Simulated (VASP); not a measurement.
# Ni (P6_3/mmc) in VASP: single point with LDA

Aim: the single point of Ni with LDA.

Program: VASP 6.6.1. These are calculated values, not measurements. Logs are shortened: lines on timing, memory, paths and dates and some standing lists are left out, and cuts for length are marked.

**1. The cell of the first run**

It takes space group P6_3/mmc (No. 194, hexagonal). The conventional cell has a = 2.511 Å, b = 2.511 Å, c = 8.234 Å, α = 90.00°, β = 90.00°, γ = 120.00°. Ni (site symmetry -3m) has 12 Ni at 2.51 to 2.52 Å within 3.3 Å. Within 3.3 Å of Ni (site symmetry -6m2) lie 12 Ni at 2.51 to 2.52 Å.

**2. Single point, LDA, collinear spin, ferromagnetic start (volume scaled by 1.12)**

Input file INCAR:

```
SYSTEM = Ni
  PREC = Accurate
  ENCUT = 520
  EDIFF = 1E-6
  ISMEAR = -1
  SIGMA = 0.05
  LREAL = .FALSE.
  LASPH = .TRUE.
  NELM = 150
  ALGO = Normal
  ISIF = 2
  LWAVE = .FALSE.
  LCHARG = .FALSE.
  ISPIN = 2
  MAGMOM = -0.616 -0.616 -0.63 -0.63
  LORBIT = 11
  LMAXMIX = 4
  NBANDS = 32
```

Input file KPOINTS:

```
regular mesh
0
G
  17 17 5
  0 0 0
```

Input file POSCAR:

```
Ni
1.0
    2.5113800135      0.0000000000      0.0000000000
   -1.2556900067      2.1749188902      0.0000000000
    0.0000000000      0.0000000000      8.2338473355
Ni
4
Direct
    0.0000000000      0.0000000000      1.0000000000
    0.0000000000      0.0000000000      0.5000000000
    0.3333333333      0.6666666667      0.2500000000
    0.6666666667      0.3333333333      0.7500000000
```

Potentials or basis: VASP PAW LDA potentials, release 64 (Ni).

Started as:

```
$ cat potpaw_LDA.64/Ni/POTCAR > POTCAR
$ mpirun -np 1 vasp_std > vasp.out
```

OUTCAR:

```text
SYSTEM = Ni
   PREC = Accurate
   ENCUT = 520
   EDIFF = 1E-6
   ISMEAR = -1
   LREAL = .FALSE.
   LASPH = .TRUE.
   NELM = 150
   ISIF = 2
   ISPIN = 2
   LORBIT = 11

 ion  position               nearest neighbor table
   1  0.000  0.000  0.000-   3 2.52   4 2.52   3 2.52   4 2.52   4 2.52   3 2.52
   2  0.000  0.000  0.500-   3 2.52   4 2.52   3 2.52   4 2.52   4 2.52   3 2.52
   3  0.333  0.667  0.250-   1 2.52   2 2.52   1 2.52   2 2.52   1 2.52   2 2.52
   4  0.667  0.333  0.750-   1 2.52   2 2.52   1 2.52   2 2.52   1 2.52   2 2.52

  LATTYP: Found a hexagonal cell.
 ALAT       =     2.5113800135
 C/A-ratio  =     3.2786146626

  Lattice vectors:

 A1 = (   2.5113800135,   0.0000000000,   0.0000000000)
 A2 = (  -1.2556900067,   2.1749188902,   0.0000000000)
 A3 = (   0.0000000000,   0.0000000000,   8.2338473355)

Analysis of symmetry for initial positions (statically):
=====================================================================
 Subroutine PRICEL returns:
 Original cell was already a primitive cell.

 Routine SETGRP: Setting up the symmetry group for a
 hexagonal supercell.

 Subroutine GETGRP returns: Found 24 space group operations
 (whereof 12 operations were pure point group operations)
 out of a pool of 24 trial point group operations.

The static configuration has the point symmetry D_3d.
 The point group associated with its full space group is D_6h.

Analysis of symmetry for dynamics (positions and initial velocities):
=====================================================================
 Subroutine PRICEL returns:
 Original cell was already a primitive cell.

 Routine SETGRP: Setting up the symmetry group for a
 hexagonal supercell.

 Subroutine GETGRP returns: Found 24 space group operations
 (whereof 12 operations were pure point group operations)
 out of a pool of 24 trial point group operations.

The dynamic configuration has the point symmetry D_3d.
 The point group associated with its full space group is D_6h.

Analysis of structural, dynamic, and magnetic symmetry:
=====================================================================
 Subroutine PRICEL returns:
 Original cell was already a primitive cell.

 Routine SETGRP: Setting up the symmetry group for a
 hexagonal supercell.

 Subroutine GETGRP returns: Found 24 space group operations
 (whereof 12 operations were pure point group operations)
 out of a pool of 24 trial point group operations.

The overall configuration has the point symmetry D_3d.
 The point group associated with its full space group is D_6h.

 Subroutine INISYM returns: Found 24 space group operations
 (whereof 12 operations are pure point group operations),
 and found     1 'primitive' translations

----------------------------------------------------------------------------------------

                                     Primitive cell

  volume of cell :      44.9737

  direct lattice vectors                    reciprocal lattice vectors
     2.511380014  0.000000000  0.000000000     0.398187449  0.229893631  0.000000000
    -1.255690007  2.174918890  0.000000000     0.000000000  0.459787261  0.000000000
     0.000000000  0.000000000  8.233847336     0.000000000  0.000000000  0.121449908

  length of vectors
     2.511380014  2.511380013  8.233847336     0.459787261  0.459787261  0.121449908

  position of ions in fractional coordinates (direct lattice)
     0.000000000  0.000000000  0.000000000
     0.000000000  0.000000000  0.500000000
     0.333333333  0.666666667  0.250000000
     0.666666667  0.333333333  0.750000000

  ion indices of the primitive-cell ions
   primitive index   ion index
                 1           1
                 2           2
                 3           3
                 4           4

----------------------------------------------------------------------------------------

 KPOINTS: regular mesh

Automatic generation of k-mesh.
 Grid dimensions read from file:
 generate k-points for:   17   17    5

 Generating k-lattice:

  Cartesian coordinates                     Fractional coordinates (reciprocal lattice)
     0.023422791  0.013523155  0.000000000     0.058823529  0.000000000  0.000000000
     0.000000000  0.027046309  0.000000000     0.000000000  0.058823529  0.000000000
     0.000000000  0.000000000  0.024289982     0.000000000  0.000000000  0.200000000

  Length of vectors
     0.027046309  0.027046309  0.024289982

  Shift w.r.t. Gamma in fractional coordinates (k-lattice)
     0.000000000  0.000000000  0.000000000

 Subroutine IBZKPT returns following result:
 ===========================================

 Found     99 irreducible k-points:

 Following reciprocal coordinates:
            Coordinates               Weight
  0.000000  0.000000  0.000000      1.000000
  0.058824  0.000000  0.000000      6.000000
  0.117647 -0.000000  0.000000      6.000000
  0.176471  0.000000  0.000000      6.000000
  0.235294 -0.000000  0.000000      6.000000
  0.294118 -0.000000  0.000000      6.000000
[... 16 lines left out ...]
  0.411765  0.117647  0.000000     12.000000
  0.176471  0.176471  0.000000      6.000000
 [... further k-points ...]
   k-points           NKPTS =     99   k-points in BZ     NKDIM =     99   number of bands    NBANDS=     32
   number of dos      NEDOS =    301   number of ions     NIONS =      4
   total plane-waves  NPLWV =  25600
   dimension x,y,z NGX =    20 NGY =   20 NGZ =   64
   dimension x,y,z NGXF=    40 NGYF=   40 NGZF=  128
   ions per type =               4
   NGX,Y,Z   is equivalent  to a cutoff of  13.24, 13.24, 12.92 a.u.
   NGXF,Y,Z  is equivalent  to a cutoff of  26.48, 26.48, 25.84 a.u.
 SYSTEM =  Ni
   PREC   = accura    normal or accurate (medium, high low for compatibility)
   ISTART =      0    job   : 0-new  1-cont  2-samecut
   ICHARG =      2    charge: 1-file 2-atom 10-const
   ISPIN  =      2    spin polarized calculation?
   LNONCOLLINEAR =      F non collinear calculations
   LSORBIT =      F    spin-orbit coupling
   LASPH  =      T    aspherical Exc in radial PAW
   ENCUT  =  520.0 eV  38.22 Ry    6.18 a.u.   4.67  4.67 15.31*2*pi/ulx,y,z
   NELM   =    150;   NELMIN=  2; NELMDL= -5     # of ELM steps
   EDIFF  = 0.1E-05   stopping-criterion for ELM
   LREAL  =      F    real-space projection
   EDIFFG = 0.1E-04   stopping-criterion for IOM
   NSW    =      0    number of steps for IOM
   IBRION =     -1    ionic relax: 0-MD 1-quasi-New 2-CG
   NFREE  =      0    steps in history (QN), initial steepest desc. (CG)
   ISIF   =      2    stress and relaxation
   ISYM   =      2    0-nonsym 1-usesym 2-fastsym
   POTIM  = 0.5000    time-step for ionic-motion
   TEBEG  =    0.0;   TEEND  =   0.0 temperature during run
   PSTRESS=    0.0 pullay stress
   NELECT =      40.0000    total number of electrons
   NUPDOWN=      -1.0000    fix difference up-down
   EMIN   =  10.00;   EMAX   =-10.00  energy-range for DOS
   EFERMI =   0.00;   METHOD = LEGACY
   ISMEAR =    -1;   SIGMA  =   0.05  broadening in eV -4-tet -1-fermi 0-gaus
   EFERMI_NEDOS =   21; number of points for ismear=-14 and -15
   IALGO  =     38    algorithm
   IMIX   =      4    mixing-type and parameters
     AMIX     =   0.40;   BMIX     =  1.00
     AMIX_MAG =   1.60;   BMIX_MAG =  1.00
  volume/ion in A,a.u.               =      11.24        75.87
  Fermi-wavevector in a.u.,A,eV,Ry     =   1.574377  2.975141 33.724255  2.478663
  Thomas-Fermi vector in A             =   2.675520
   LORBIT       =     11    0 simple, 1 ext, 2 COOP (PROOUT), +10 PAW based schemes
   GGA     = CA    functional components
   LHFCALC =     F    Hartree Fock is set to
   AEXX    =    0.0000 exact exchange contribution
   IVDW    =     0    specifies the selected vdW correction
   LEPSILON=     F    determine dielectric tensor
   LRPA    =     F    only Hartree local field effects (RPA)
 spin polarized calculation
  energy-cutoff  :      520.00
  volume of cell :       44.97
 maximum number of plane-waves:      1237
 NGX is ok and might be reduce to    20
   NGX =  9   NGY =  9   NGZ = 31

 number of electron      40.0000023 magnetization      -2.4463978

 Free energy of the ion-electron system (eV)
  ---------------------------------------------------
  ext. energy  EPLUGINS =         0.00000000
  ---------------------------------------------------
  free energy    TOTEN  =       -25.93676784 eV

  energy without entropy =      -25.86905697  energy(sigma->0) =      -25.90291241

 E-fermi :   8.5738     XC(G=0): -13.4177

 val. band max:        8.5730602984   @ k =   0.4118   0.1765   0.0000
 cond. band min:       8.5746077108   @ k =   0.0588   0.0588   0.4000
 fundamental gap:      0.0015474123
 Fermi energy:         8.5738379566

 spin component 1

 k-point     1 :       0.0000    0.0000    0.0000
  band No.  band energies     occupation
      1      -0.1533      1.00000
      2       2.0408      1.00000
      3       2.0426      1.00000
      4       4.3298      1.00000
      5       6.5297      1.00000
      6       6.5465      1.00000
[... 24 lines left out ...]
     31      32.5959      0.00000
     32      32.5959      0.00000

 k-point     2 :       0.0588    0.0000    0.0000
  band No.  band energies     occupation
      1      -0.0353      1.00000
      2       2.1456      1.00000
      3       2.1475      1.00000
      4       4.4081      1.00000
      5       6.4701      1.00000
      6       6.5170      1.00000
[... 24 lines left out ...]
     31      31.2296      0.00000
     32      32.1429      0.00000
[... 733 lines left out ...]
     31      21.6101      0.00000
     32      23.1779      0.00000

 k-point    24 :       0.1765    0.1765    0.0000
  band No.  band energies     occupation
      1       2.7370      1.00000
      2       4.2298      1.00000
      3       4.2345      1.00000
      4       5.6175      1.00000
      5       5.7013      1.00000
      6       5.8980      1.00000
[... 24 lines left out ...]
     31      23.1075      0.00000
     32      24.9916      0.00000

 [... further k-points ...]

 spin component 2

 k-point     1 :       0.0000    0.0000    0.0000
  band No.  band energies     occupation
      1      -0.1917      1.00000
      2       1.9790      1.00000
      3       1.9835      1.00000
      4       3.9529      1.00000
      5       5.9781      1.00000
      6       6.0202      1.00000
[... 24 lines left out ...]
     31      32.4727      0.00000
     32      32.4727      0.00000

 k-point     2 :       0.0588    0.0000    0.0000
  band No.  band energies     occupation
      1      -0.0738      1.00000
      2       2.0832      1.00000
      3       2.0876      1.00000
      4       4.0271      1.00000
      5       5.9133      1.00000
      6       5.9878      1.00000
[... 24 lines left out ...]
     31      31.1029      0.00000
     32      32.0521      0.00000
[... 733 lines left out ...]
     31      21.4600      0.00000
     32      23.0367      0.00000

 k-point    24 :       0.1765    0.1765    0.0000
  band No.  band energies     occupation
      1       2.6691      1.00000
      2       4.0565      1.00000
      3       4.0570      1.00000
      4       5.1447      1.00000
      5       5.2939      1.00000
      6       5.3682      1.00000
[... 24 lines left out ...]
     31      22.9623      0.00000
     32      24.8619      0.00000

 [... further k-points ...]
[... 5 lines left out ...]
  --------------------------------------------------------------------------------------
  -------------------------------------------------------------------------------------
  Total       -6.0022465     -6.0022465     -6.0857762     -0.0000000     -0.0000000      0.0000000
  in kB     -213.8287503   -213.8287503   -216.8044802     -0.0000000     -0.0000000      0.0000000
  external PRESSURE =    -214.8206603 kB  Pullay stress =       0.0000000 kB

 VOLUME and BASIS-vectors are now :
 -----------------------------------------------------------------------------
  energy-cutoff  :      520.00
  volume of cell :       44.97
      direct lattice vectors                 reciprocal lattice vectors
     2.511380014  0.000000000  0.000000000     0.398187449  0.229893631  0.000000000
    -1.255690007  2.174918890  0.000000000     0.000000000  0.459787261  0.000000000
     0.000000000  0.000000000  8.233847336     0.000000000  0.000000000  0.121449908

 POSITION                                       TOTAL-FORCE (eV/Angst)
 -----------------------------------------------------------------------------------
      0.00000      0.00000      0.00000        -0.000000      0.000000     -0.000000
      0.00000      0.00000      4.11692         0.000000      0.000000     -0.000000
     -0.00000      1.44995      2.05846         0.000000      0.000000      0.000000
      1.25569      0.72497      6.17539        -0.000000      0.000000     -0.000000
 -----------------------------------------------------------------------------------
    total drift:                                0.000000     -0.000000      0.000000

  FREE ENERGIE OF THE ION-ELECTRON SYSTEM (eV)
  ---------------------------------------------------
  free  energy   TOTEN  =       -25.9367678407 eV

  energy  without entropy=      -25.8690569722  energy(sigma->0) =      -25.90291241

 total charge

# of ion       s       p       d       tot
------------------------------------------
    1        0.485   0.466   8.314   9.265
    2        0.485   0.466   8.314   9.265
    3        0.485   0.467   8.312   9.265
    4        0.485   0.467   8.312   9.265
--------------------------------------------------
tot          1.941   1.867  33.252  37.060

 magnetization (x)

# of ion       s       p       d       tot
------------------------------------------
    1        0.005   0.019  -0.638  -0.614
    2        0.005   0.019  -0.638  -0.614
    3        0.004   0.019  -0.647  -0.624
    4        0.004   0.019  -0.647  -0.624
--------------------------------------------------
tot          0.018   0.074  -2.568  -2.476
```

It took 2.6 min on 1 thread of Intel Xeon 6975P-C (Granite Rapids), shared host; peak memory 0.28 GiB.

Results:

* Free energy: -25.9368 eV
* Pressure: -21.5 GPa
* Net moment: -2.45 μB per cell
* Site moments: Ni -0.61, -0.62 μB
* Valence electrons inside the program's atomic spheres: Ni 9.27

Levels at points of the mesh, in eV from the Fermi level:
Spin up:
```
           k point  band 14  band 15  band 16  band 17  band 18  band 19  band 20  band 21  band 22  band 23
(0.00, 0.00, 0.00)    -1.40    -1.40    -0.79    -0.79    -0.49    -0.49    -0.27    -0.27    -0.21     0.08
```
Spin down:
| k point | band 17 | band 18 | band 19 | band 20 | band 21 | band 22 | band 23 | band 24 | band 25 | band 26 |
| --- | --- | --- | --- | --- | --- | --- | --- | --- | --- | --- |
| (0.00, 0.00, 0.00) | -1.36 | -1.10 | -1.10 | -0.89 | -0.89 | -0.56 | -0.56 | -0.24 | 5.42 | 14.01 |
